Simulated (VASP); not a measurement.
# NaI (I-4m2) in VASP: further runs

The runs below take NaI through single point, with PBE, r2SCAN.

Everything below comes from runs of VASP 6.6.1. Logs are shortened: lines on timing, memory, paths and dates and some standing lists are left out, and cuts for length are marked.

## (1) The cell of the first run

It takes space group I-4m2 (No. 119, tetragonal). Conventional cell: a = 4.909 Å, b = 4.909 Å, c = 7.331 Å, α = 90.00°, β = 90.00°, γ = 90.00°. Within 4.0 Å of Na (site symmetry -4m2) lie 4 I at 3.06 Å. Within 4.0 Å of I (site symmetry -4m2) lie 4 Na at 3.06 Å.

## (2) Single point, PBE (epitaxial xy strain -2.0%)

INCAR

```
SYSTEM = NaI
  PREC = Accurate
  ENCUT = 520
  EDIFF = 1E-6
  ISMEAR = -1
  SIGMA = 0.02
  LREAL = .False.
  LASPH = .True.
  NELM = 60
  ALGO = Normal
  ISIF = 2
  LWAVE = .False.
  LCHARG = .False.
  GGA = PE
  NBANDS = 14
```

KPOINTS

```
Automatic mesh
0
Gamma
  6 6 6
  0 0 0
```

POSCAR

```
NaI
1.0
    0.0000000000      3.4709105245      3.6654435105
    3.4709105245      0.0000000000      3.6654435105
    3.4709105245      3.4709105245      0.0000000000
Na I
1 1
Direct
    0.0000000000      0.0000000000      0.0000000000
    0.2500000000      0.2500000000      0.2500000000
```

Potentials or basis: VASP PAW PBE potentials, release 64 (Na_pv, I).

On the command line:

```
$ cat potpaw_PBE.64/Na_pv/POTCAR potpaw_PBE.64/I/POTCAR > POTCAR
$ mpirun -np 1 vasp_std > vasp.out
```

OUTCAR:

```text
SYSTEM = NaI
   PREC = Accurate
   ENCUT = 520
   EDIFF = 1E-6
   ISMEAR = -1
   LREAL = .False.
   LASPH = .True.
   NELM = 60
   ISIF = 2
   GGA = PE

 ion  position               nearest neighbor table
   1  0.000  0.000  0.000-   2 3.06   2 3.06   2 3.06   2 3.06
   2  0.250  0.250  0.250-   1 3.06   1 3.06   1 3.06   1 3.06

  LATTYP: Found a body centered tetragonal cell.
 ALAT       =     4.9086087375
 C/A-ratio  =     1.4934755270

  Lattice vectors:

 A1 = (  -3.4709105245,   0.0000000000,   3.6654435105)
 A2 = (   3.4709105245,   0.0000000000,   3.6654435105)
 A3 = (   0.0000000000,   3.4709105245,  -3.6654435105)

Analysis of symmetry for initial positions (statically):
=====================================================================
 Subroutine PRICEL returns:
 Original cell was already a primitive cell.

 Routine SETGRP: Setting up the symmetry group for a
 body centered tetragonal supercell.

 Subroutine GETGRP returns: Found  8 space group operations
 (whereof  8 operations were pure point group operations)
 out of a pool of 16 trial point group operations.

The static configuration has the point symmetry D_2d.

Analysis of symmetry for dynamics (positions and initial velocities):
=====================================================================
 Subroutine PRICEL returns:
 Original cell was already a primitive cell.

 Routine SETGRP: Setting up the symmetry group for a
 body centered tetragonal supercell.

 Subroutine GETGRP returns: Found  8 space group operations
 (whereof  8 operations were pure point group operations)
 out of a pool of 16 trial point group operations.

The dynamic configuration has the point symmetry D_2d.

 Subroutine INISYM returns: Found  8 space group operations
 (whereof  8 operations are pure point group operations),
 and found     1 'primitive' translations

----------------------------------------------------------------------------------------

                                     Primitive cell

  volume of cell :      88.3168

  direct lattice vectors                    reciprocal lattice vectors
     0.000000000  3.470910524  3.665443510    -0.144054419  0.144054419  0.136409141
     3.470910524  0.000000000  3.665443510     0.144054419 -0.144054419  0.136409141
     3.470910524  3.470910524  0.000000000     0.144054419  0.144054419 -0.136409141

  length of vectors
     5.048038827  5.048038827  4.908608738     0.245175050  0.245175050  0.245175050

  position of ions in fractional coordinates (direct lattice)
     0.000000000  0.000000000  0.000000000
     0.250000000  0.250000000  0.250000000

  ion indices of the primitive-cell ions
   primitive index   ion index
                 1           1
                 2           2

----------------------------------------------------------------------------------------

 KPOINTS: Automatic mesh

Automatic generation of k-mesh.
 Grid dimensions read from file:
 generate k-points for:    6    6    6

 Generating k-lattice:

  Cartesian coordinates                     Fractional coordinates (reciprocal lattice)
    -0.024009070  0.024009070  0.022734857     0.166666667  0.000000000  0.000000000
     0.024009070 -0.024009070  0.022734857     0.000000000  0.166666667  0.000000000
     0.024009070  0.024009070 -0.022734857     0.000000000  0.000000000  0.166666667

  Length of vectors
     0.040862508  0.040862508  0.040862508

  Shift w.r.t. Gamma in fractional coordinates (k-lattice)
     0.000000000  0.000000000  0.000000000

 Subroutine IBZKPT returns following result:
 ===========================================

 Found     30 irreducible k-points:

 Following reciprocal coordinates:
            Coordinates               Weight
  0.000000  0.000000  0.000000      1.000000
  0.166667  0.000000  0.000000      8.000000
  0.333333 -0.000000  0.000000      8.000000
  0.500000  0.000000  0.000000      4.000000
  0.166667  0.166667  0.000000      2.000000
  0.333333  0.166667  0.000000      8.000000
[... 16 lines left out ...]
  0.333333  0.000000  0.333333      4.000000
  0.500000 -0.000000  0.333333     16.000000
 [... further k-points ...]
   k-points           NKPTS =     30   k-points in BZ     NKDIM =     30   number of bands    NBANDS=     14
   number of dos      NEDOS =    301   number of ions     NIONS =      2
   total plane-waves  NPLWV =  64000
   dimension x,y,z NGX =    40 NGY =   40 NGZ =   40
   dimension x,y,z NGXF=    80 NGYF=   80 NGZF=   80
   ions per type =               1   1
   NGX,Y,Z   is equivalent  to a cutoff of  13.17, 13.17, 13.55 a.u.
   NGXF,Y,Z  is equivalent  to a cutoff of  26.35, 26.35, 27.09 a.u.
 SYSTEM =  NaI
   PREC   = accura    normal or accurate (medium, high low for compatibility)
   ISTART =      0    job   : 0-new  1-cont  2-samecut
   ICHARG =      2    charge: 1-file 2-atom 10-const
   ISPIN  =      1    spin polarized calculation?
   LNONCOLLINEAR =      F non collinear calculations
   LSORBIT =      F    spin-orbit coupling
   LASPH  =      T    aspherical Exc in radial PAW
   ENCUT  =  520.0 eV  38.22 Ry    6.18 a.u.   9.39  9.39  9.13*2*pi/ulx,y,z
   NELM   =     60;   NELMIN=  2; NELMDL= -5     # of ELM steps
   EDIFF  = 0.1E-05   stopping-criterion for ELM
   LREAL  =      F    real-space projection
   EDIFFG = 0.1E-04   stopping-criterion for IOM
   NSW    =      0    number of steps for IOM
   IBRION =     -1    ionic relax: 0-MD 1-quasi-New 2-CG
   NFREE  =      0    steps in history (QN), initial steepest desc. (CG)
   ISIF   =      2    stress and relaxation
   ISYM   =      2    0-nonsym 1-usesym 2-fastsym
   POTIM  = 0.5000    time-step for ionic-motion
   TEBEG  =    0.0;   TEEND  =   0.0 temperature during run
   PSTRESS=    0.0 pullay stress
   NELECT =      14.0000    total number of electrons
   NUPDOWN=      -1.0000    fix difference up-down
   EMIN   =  10.00;   EMAX   =-10.00  energy-range for DOS
   EFERMI =   0.00;   METHOD = LEGACY
   ISMEAR =    -1;   SIGMA  =   0.02  broadening in eV -4-tet -1-fermi 0-gaus
   EFERMI_NEDOS =   21; number of points for ismear=-14 and -15
   IALGO  =     38    algorithm
   IMIX   =      4    mixing-type and parameters
     AMIX     =   0.40;   BMIX     =  1.00
     AMIX_MAG =   1.60;   BMIX_MAG =  1.00
  volume/ion in A,a.u.               =      44.16       298.00
  Fermi-wavevector in a.u.,A,eV,Ry     =   0.886005  1.674308 10.680650  0.785006
  Thomas-Fermi vector in A             =   2.007114
   LORBIT       =      0    0 simple, 1 ext, 2 COOP (PROOUT), +10 PAW based schemes
   GGA     = PE    functional components
   LHFCALC =     F    Hartree Fock is set to
   AEXX    =    0.0000 exact exchange contribution
   IVDW    =     0    specifies the selected vdW correction
   LEPSILON=     F    determine dielectric tensor
   LRPA    =     F    only Hartree local field effects (RPA)
 non-spin polarized calculation
  energy-cutoff  :      520.00
  volume of cell :       88.32
 maximum number of plane-waves:      2394
 NGX is ok and might be reduce to    40
   NGX = 19   NGY = 19   NGZ = 19

 number of electron      14.0000009 magnetization

 Free energy of the ion-electron system (eV)
  ---------------------------------------------------
  ext. energy  EPLUGINS =         0.00000000
  ---------------------------------------------------
  free energy    TOTEN  =        -5.28768448 eV

  energy without entropy =       -5.28768448  energy(sigma->0) =       -5.28768448

 E-fermi :  -0.5965     XC(G=0):  -6.4885

 val. band max:       -1.0477195561   @ k =   0.0000   0.0000   0.0000
 cond. band min:       2.7558571836   @ k =   0.0000   0.0000   0.0000
 fundamental gap:      3.8035767397
 Fermi energy:        -0.5965381879

 k-point     1 :       0.0000    0.0000    0.0000
  band No.  band energies     occupation
      1     -23.1557      2.00000
      2     -23.1557      2.00000
      3     -23.1508      2.00000
      4     -11.5144      2.00000
      5      -1.1177      2.00000
      6      -1.0477      2.00000
      7      -1.0477      2.00000
      8       2.7559      0.00000
      9       6.7765      0.00000
     10       6.8825      0.00000
     11       6.8825      0.00000
     12       8.2771      0.00000
     13       8.9219      0.00000
     14       9.9364      0.00000

 k-point     2 :       0.1667    0.0000    0.0000
  band No.  band energies     occupation
      1     -23.1562      2.00000
      2     -23.1558      2.00000
      3     -23.1511      2.00000
      4     -11.4819      2.00000
      5      -1.4634      2.00000
      6      -1.1391      2.00000
      7      -1.0726      2.00000
      8       3.3397      0.00000
      9       6.4771      0.00000
     10       6.9196      0.00000
     11       7.0632      0.00000
     12       8.0165      0.00000
     13       8.4096      0.00000
     14       9.7573      0.00000

 k-point     3 :       0.3333   -0.0000    0.0000
  band No.  band energies     occupation
      1     -23.1573      2.00000
      2     -23.1559      2.00000
      3     -23.1515      2.00000
      4     -11.4155      2.00000
      5      -2.0609      2.00000
      6      -1.2272      2.00000
      7      -1.1204      2.00000
      8       4.1609      0.00000
      9       6.3539      0.00000
     10       6.6754      0.00000
     11       6.9592      0.00000
     12       8.8063      0.00000
     13       8.8244      0.00000
     14       9.2454      0.00000

 k-point     4 :       0.5000    0.0000    0.0000
  band No.  band energies     occupation
      1     -23.1579      2.00000
      2     -23.1560      2.00000
      3     -23.1517      2.00000
      4     -11.3814      2.00000
      5      -2.3093      2.00000
      6      -1.2687      2.00000
      7      -1.1436      2.00000
      8       4.3389      0.00000
      9       6.4508      0.00000
     10       6.6744      0.00000
     11       6.7775      0.00000
     12       9.4725      0.00000
     13      10.0300      0.00000
     14      10.2775      0.00000

 k-point     5 :       0.1667    0.1667    0.0000
  band No.  band energies     occupation
      1     -23.1559      2.00000
      2     -23.1559      2.00000
      3     -23.1516      2.00000
      4     -11.4749      2.00000
      5      -1.5002      2.00000
      6      -1.1406      2.00000
      7      -1.1406      2.00000
      8       3.4940      0.00000
      9       6.2146      0.00000
     10       6.9554      0.00000
     11       7.2914      0.00000
[... 276 lines left out ...]
 k-point    22 :      -0.3333    0.5000    0.1667
  band No.  band energies     occupation
      1     -23.1571      2.00000
      2     -23.1565      2.00000
      3     -23.1531      2.00000
      4     -11.3469      2.00000
      5      -2.1121      2.00000
      6      -1.6161      2.00000
      7      -1.4761      2.00000
      8       4.7517      0.00000
      9       5.8785      0.00000
     10       6.9270      0.00000
     11       7.4518      0.00000
     12       9.7101      0.00000
     13      10.3726      0.00000
     14      10.5862      0.00000

 k-point    23 :       0.3333    0.0000    0.3333
  band No.  band energies     occupation
      1     -23.1579      2.00000
      2     -23.1565      2.00000
      3     -23.1514      2.00000
      4     -11.3778      2.00000
      5      -1.9860      2.00000
      6      -1.4173      2.00000
      7      -1.4075      2.00000
      8       4.3532      0.00000
      9       5.3586      0.00000
     10       6.9203      0.00000
     11       8.0441      0.00000
     12       8.4494      0.00000
     13       9.5650      0.00000
     14      11.6828      0.00000

 k-point    24 :       0.5000   -0.0000    0.3333
  band No.  band energies     occupation
      1     -23.1583      2.00000
      2     -23.1567      2.00000
      3     -23.1516      2.00000
      4     -11.3439      2.00000
      5      -2.0989      2.00000
      6      -1.6013      2.00000
      7      -1.4474      2.00000
      8       4.4712      0.00000
      9       5.4185      0.00000
     10       7.1109      0.00000
     11       8.1595      0.00000
     12       8.9420      0.00000
     13      10.2837      0.00000
     14      10.8987      0.00000

 [... further k-points ...]
[... 5 lines left out ...]
  --------------------------------------------------------------------------------------
  -------------------------------------------------------------------------------------
  Total        0.2656623      0.2656623      0.2172500      0.0000000      0.0000000     -0.0000000
  in kB        4.8194463      4.8194463      3.9411872      0.0000000      0.0000000     -0.0000000
  external PRESSURE =       4.5266933 kB  Pullay stress =       0.0000000 kB

 VOLUME and BASIS-vectors are now :
 -----------------------------------------------------------------------------
  energy-cutoff  :      520.00
  volume of cell :       88.32
      direct lattice vectors                 reciprocal lattice vectors
     0.000000000  3.470910524  3.665443510    -0.144054419  0.144054419  0.136409141
     3.470910524  0.000000000  3.665443510     0.144054419 -0.144054419  0.136409141
     3.470910524  3.470910524  0.000000000     0.144054419  0.144054419 -0.136409141

 POSITION                                       TOTAL-FORCE (eV/Angst)
 -----------------------------------------------------------------------------------
      0.00000      0.00000      0.00000        -0.000000     -0.000000     -0.000000
      1.73546      1.73546      1.83272         0.000000      0.000000      0.000000
 -----------------------------------------------------------------------------------
    total drift:                                0.000001      0.000001      0.000001

  FREE ENERGIE OF THE ION-ELECTRON SYSTEM (eV)
  ---------------------------------------------------
  free  energy   TOTEN  =        -5.2876844842 eV

  energy  without entropy=       -5.2876844842  energy(sigma->0) =       -5.28768448
```

Wall time 46 s (1 thread of Intel Xeon Platinum 8488C (Sapphire Rapids), shared host); peak memory 0.24 GiB.

Results:

| Quantity | Value |
| --- | --- |
| Free energy | -5.2877 eV |
| Pressure | 0.5 GPa |
| Band gap on the k mesh | 3.80 eV, direct |

Stress tensor (GPa, compression positive):
```
0.48 0.00 0.00
0.00 0.48 0.00
0.00 0.00 0.39
```

Caveat: the cell differs from its parent crystal (epitaxial xy strain -2.0%); spin-orbit coupling is left out, which moves the levels of the heavy elements.

(Continued in part 2 of 3.)
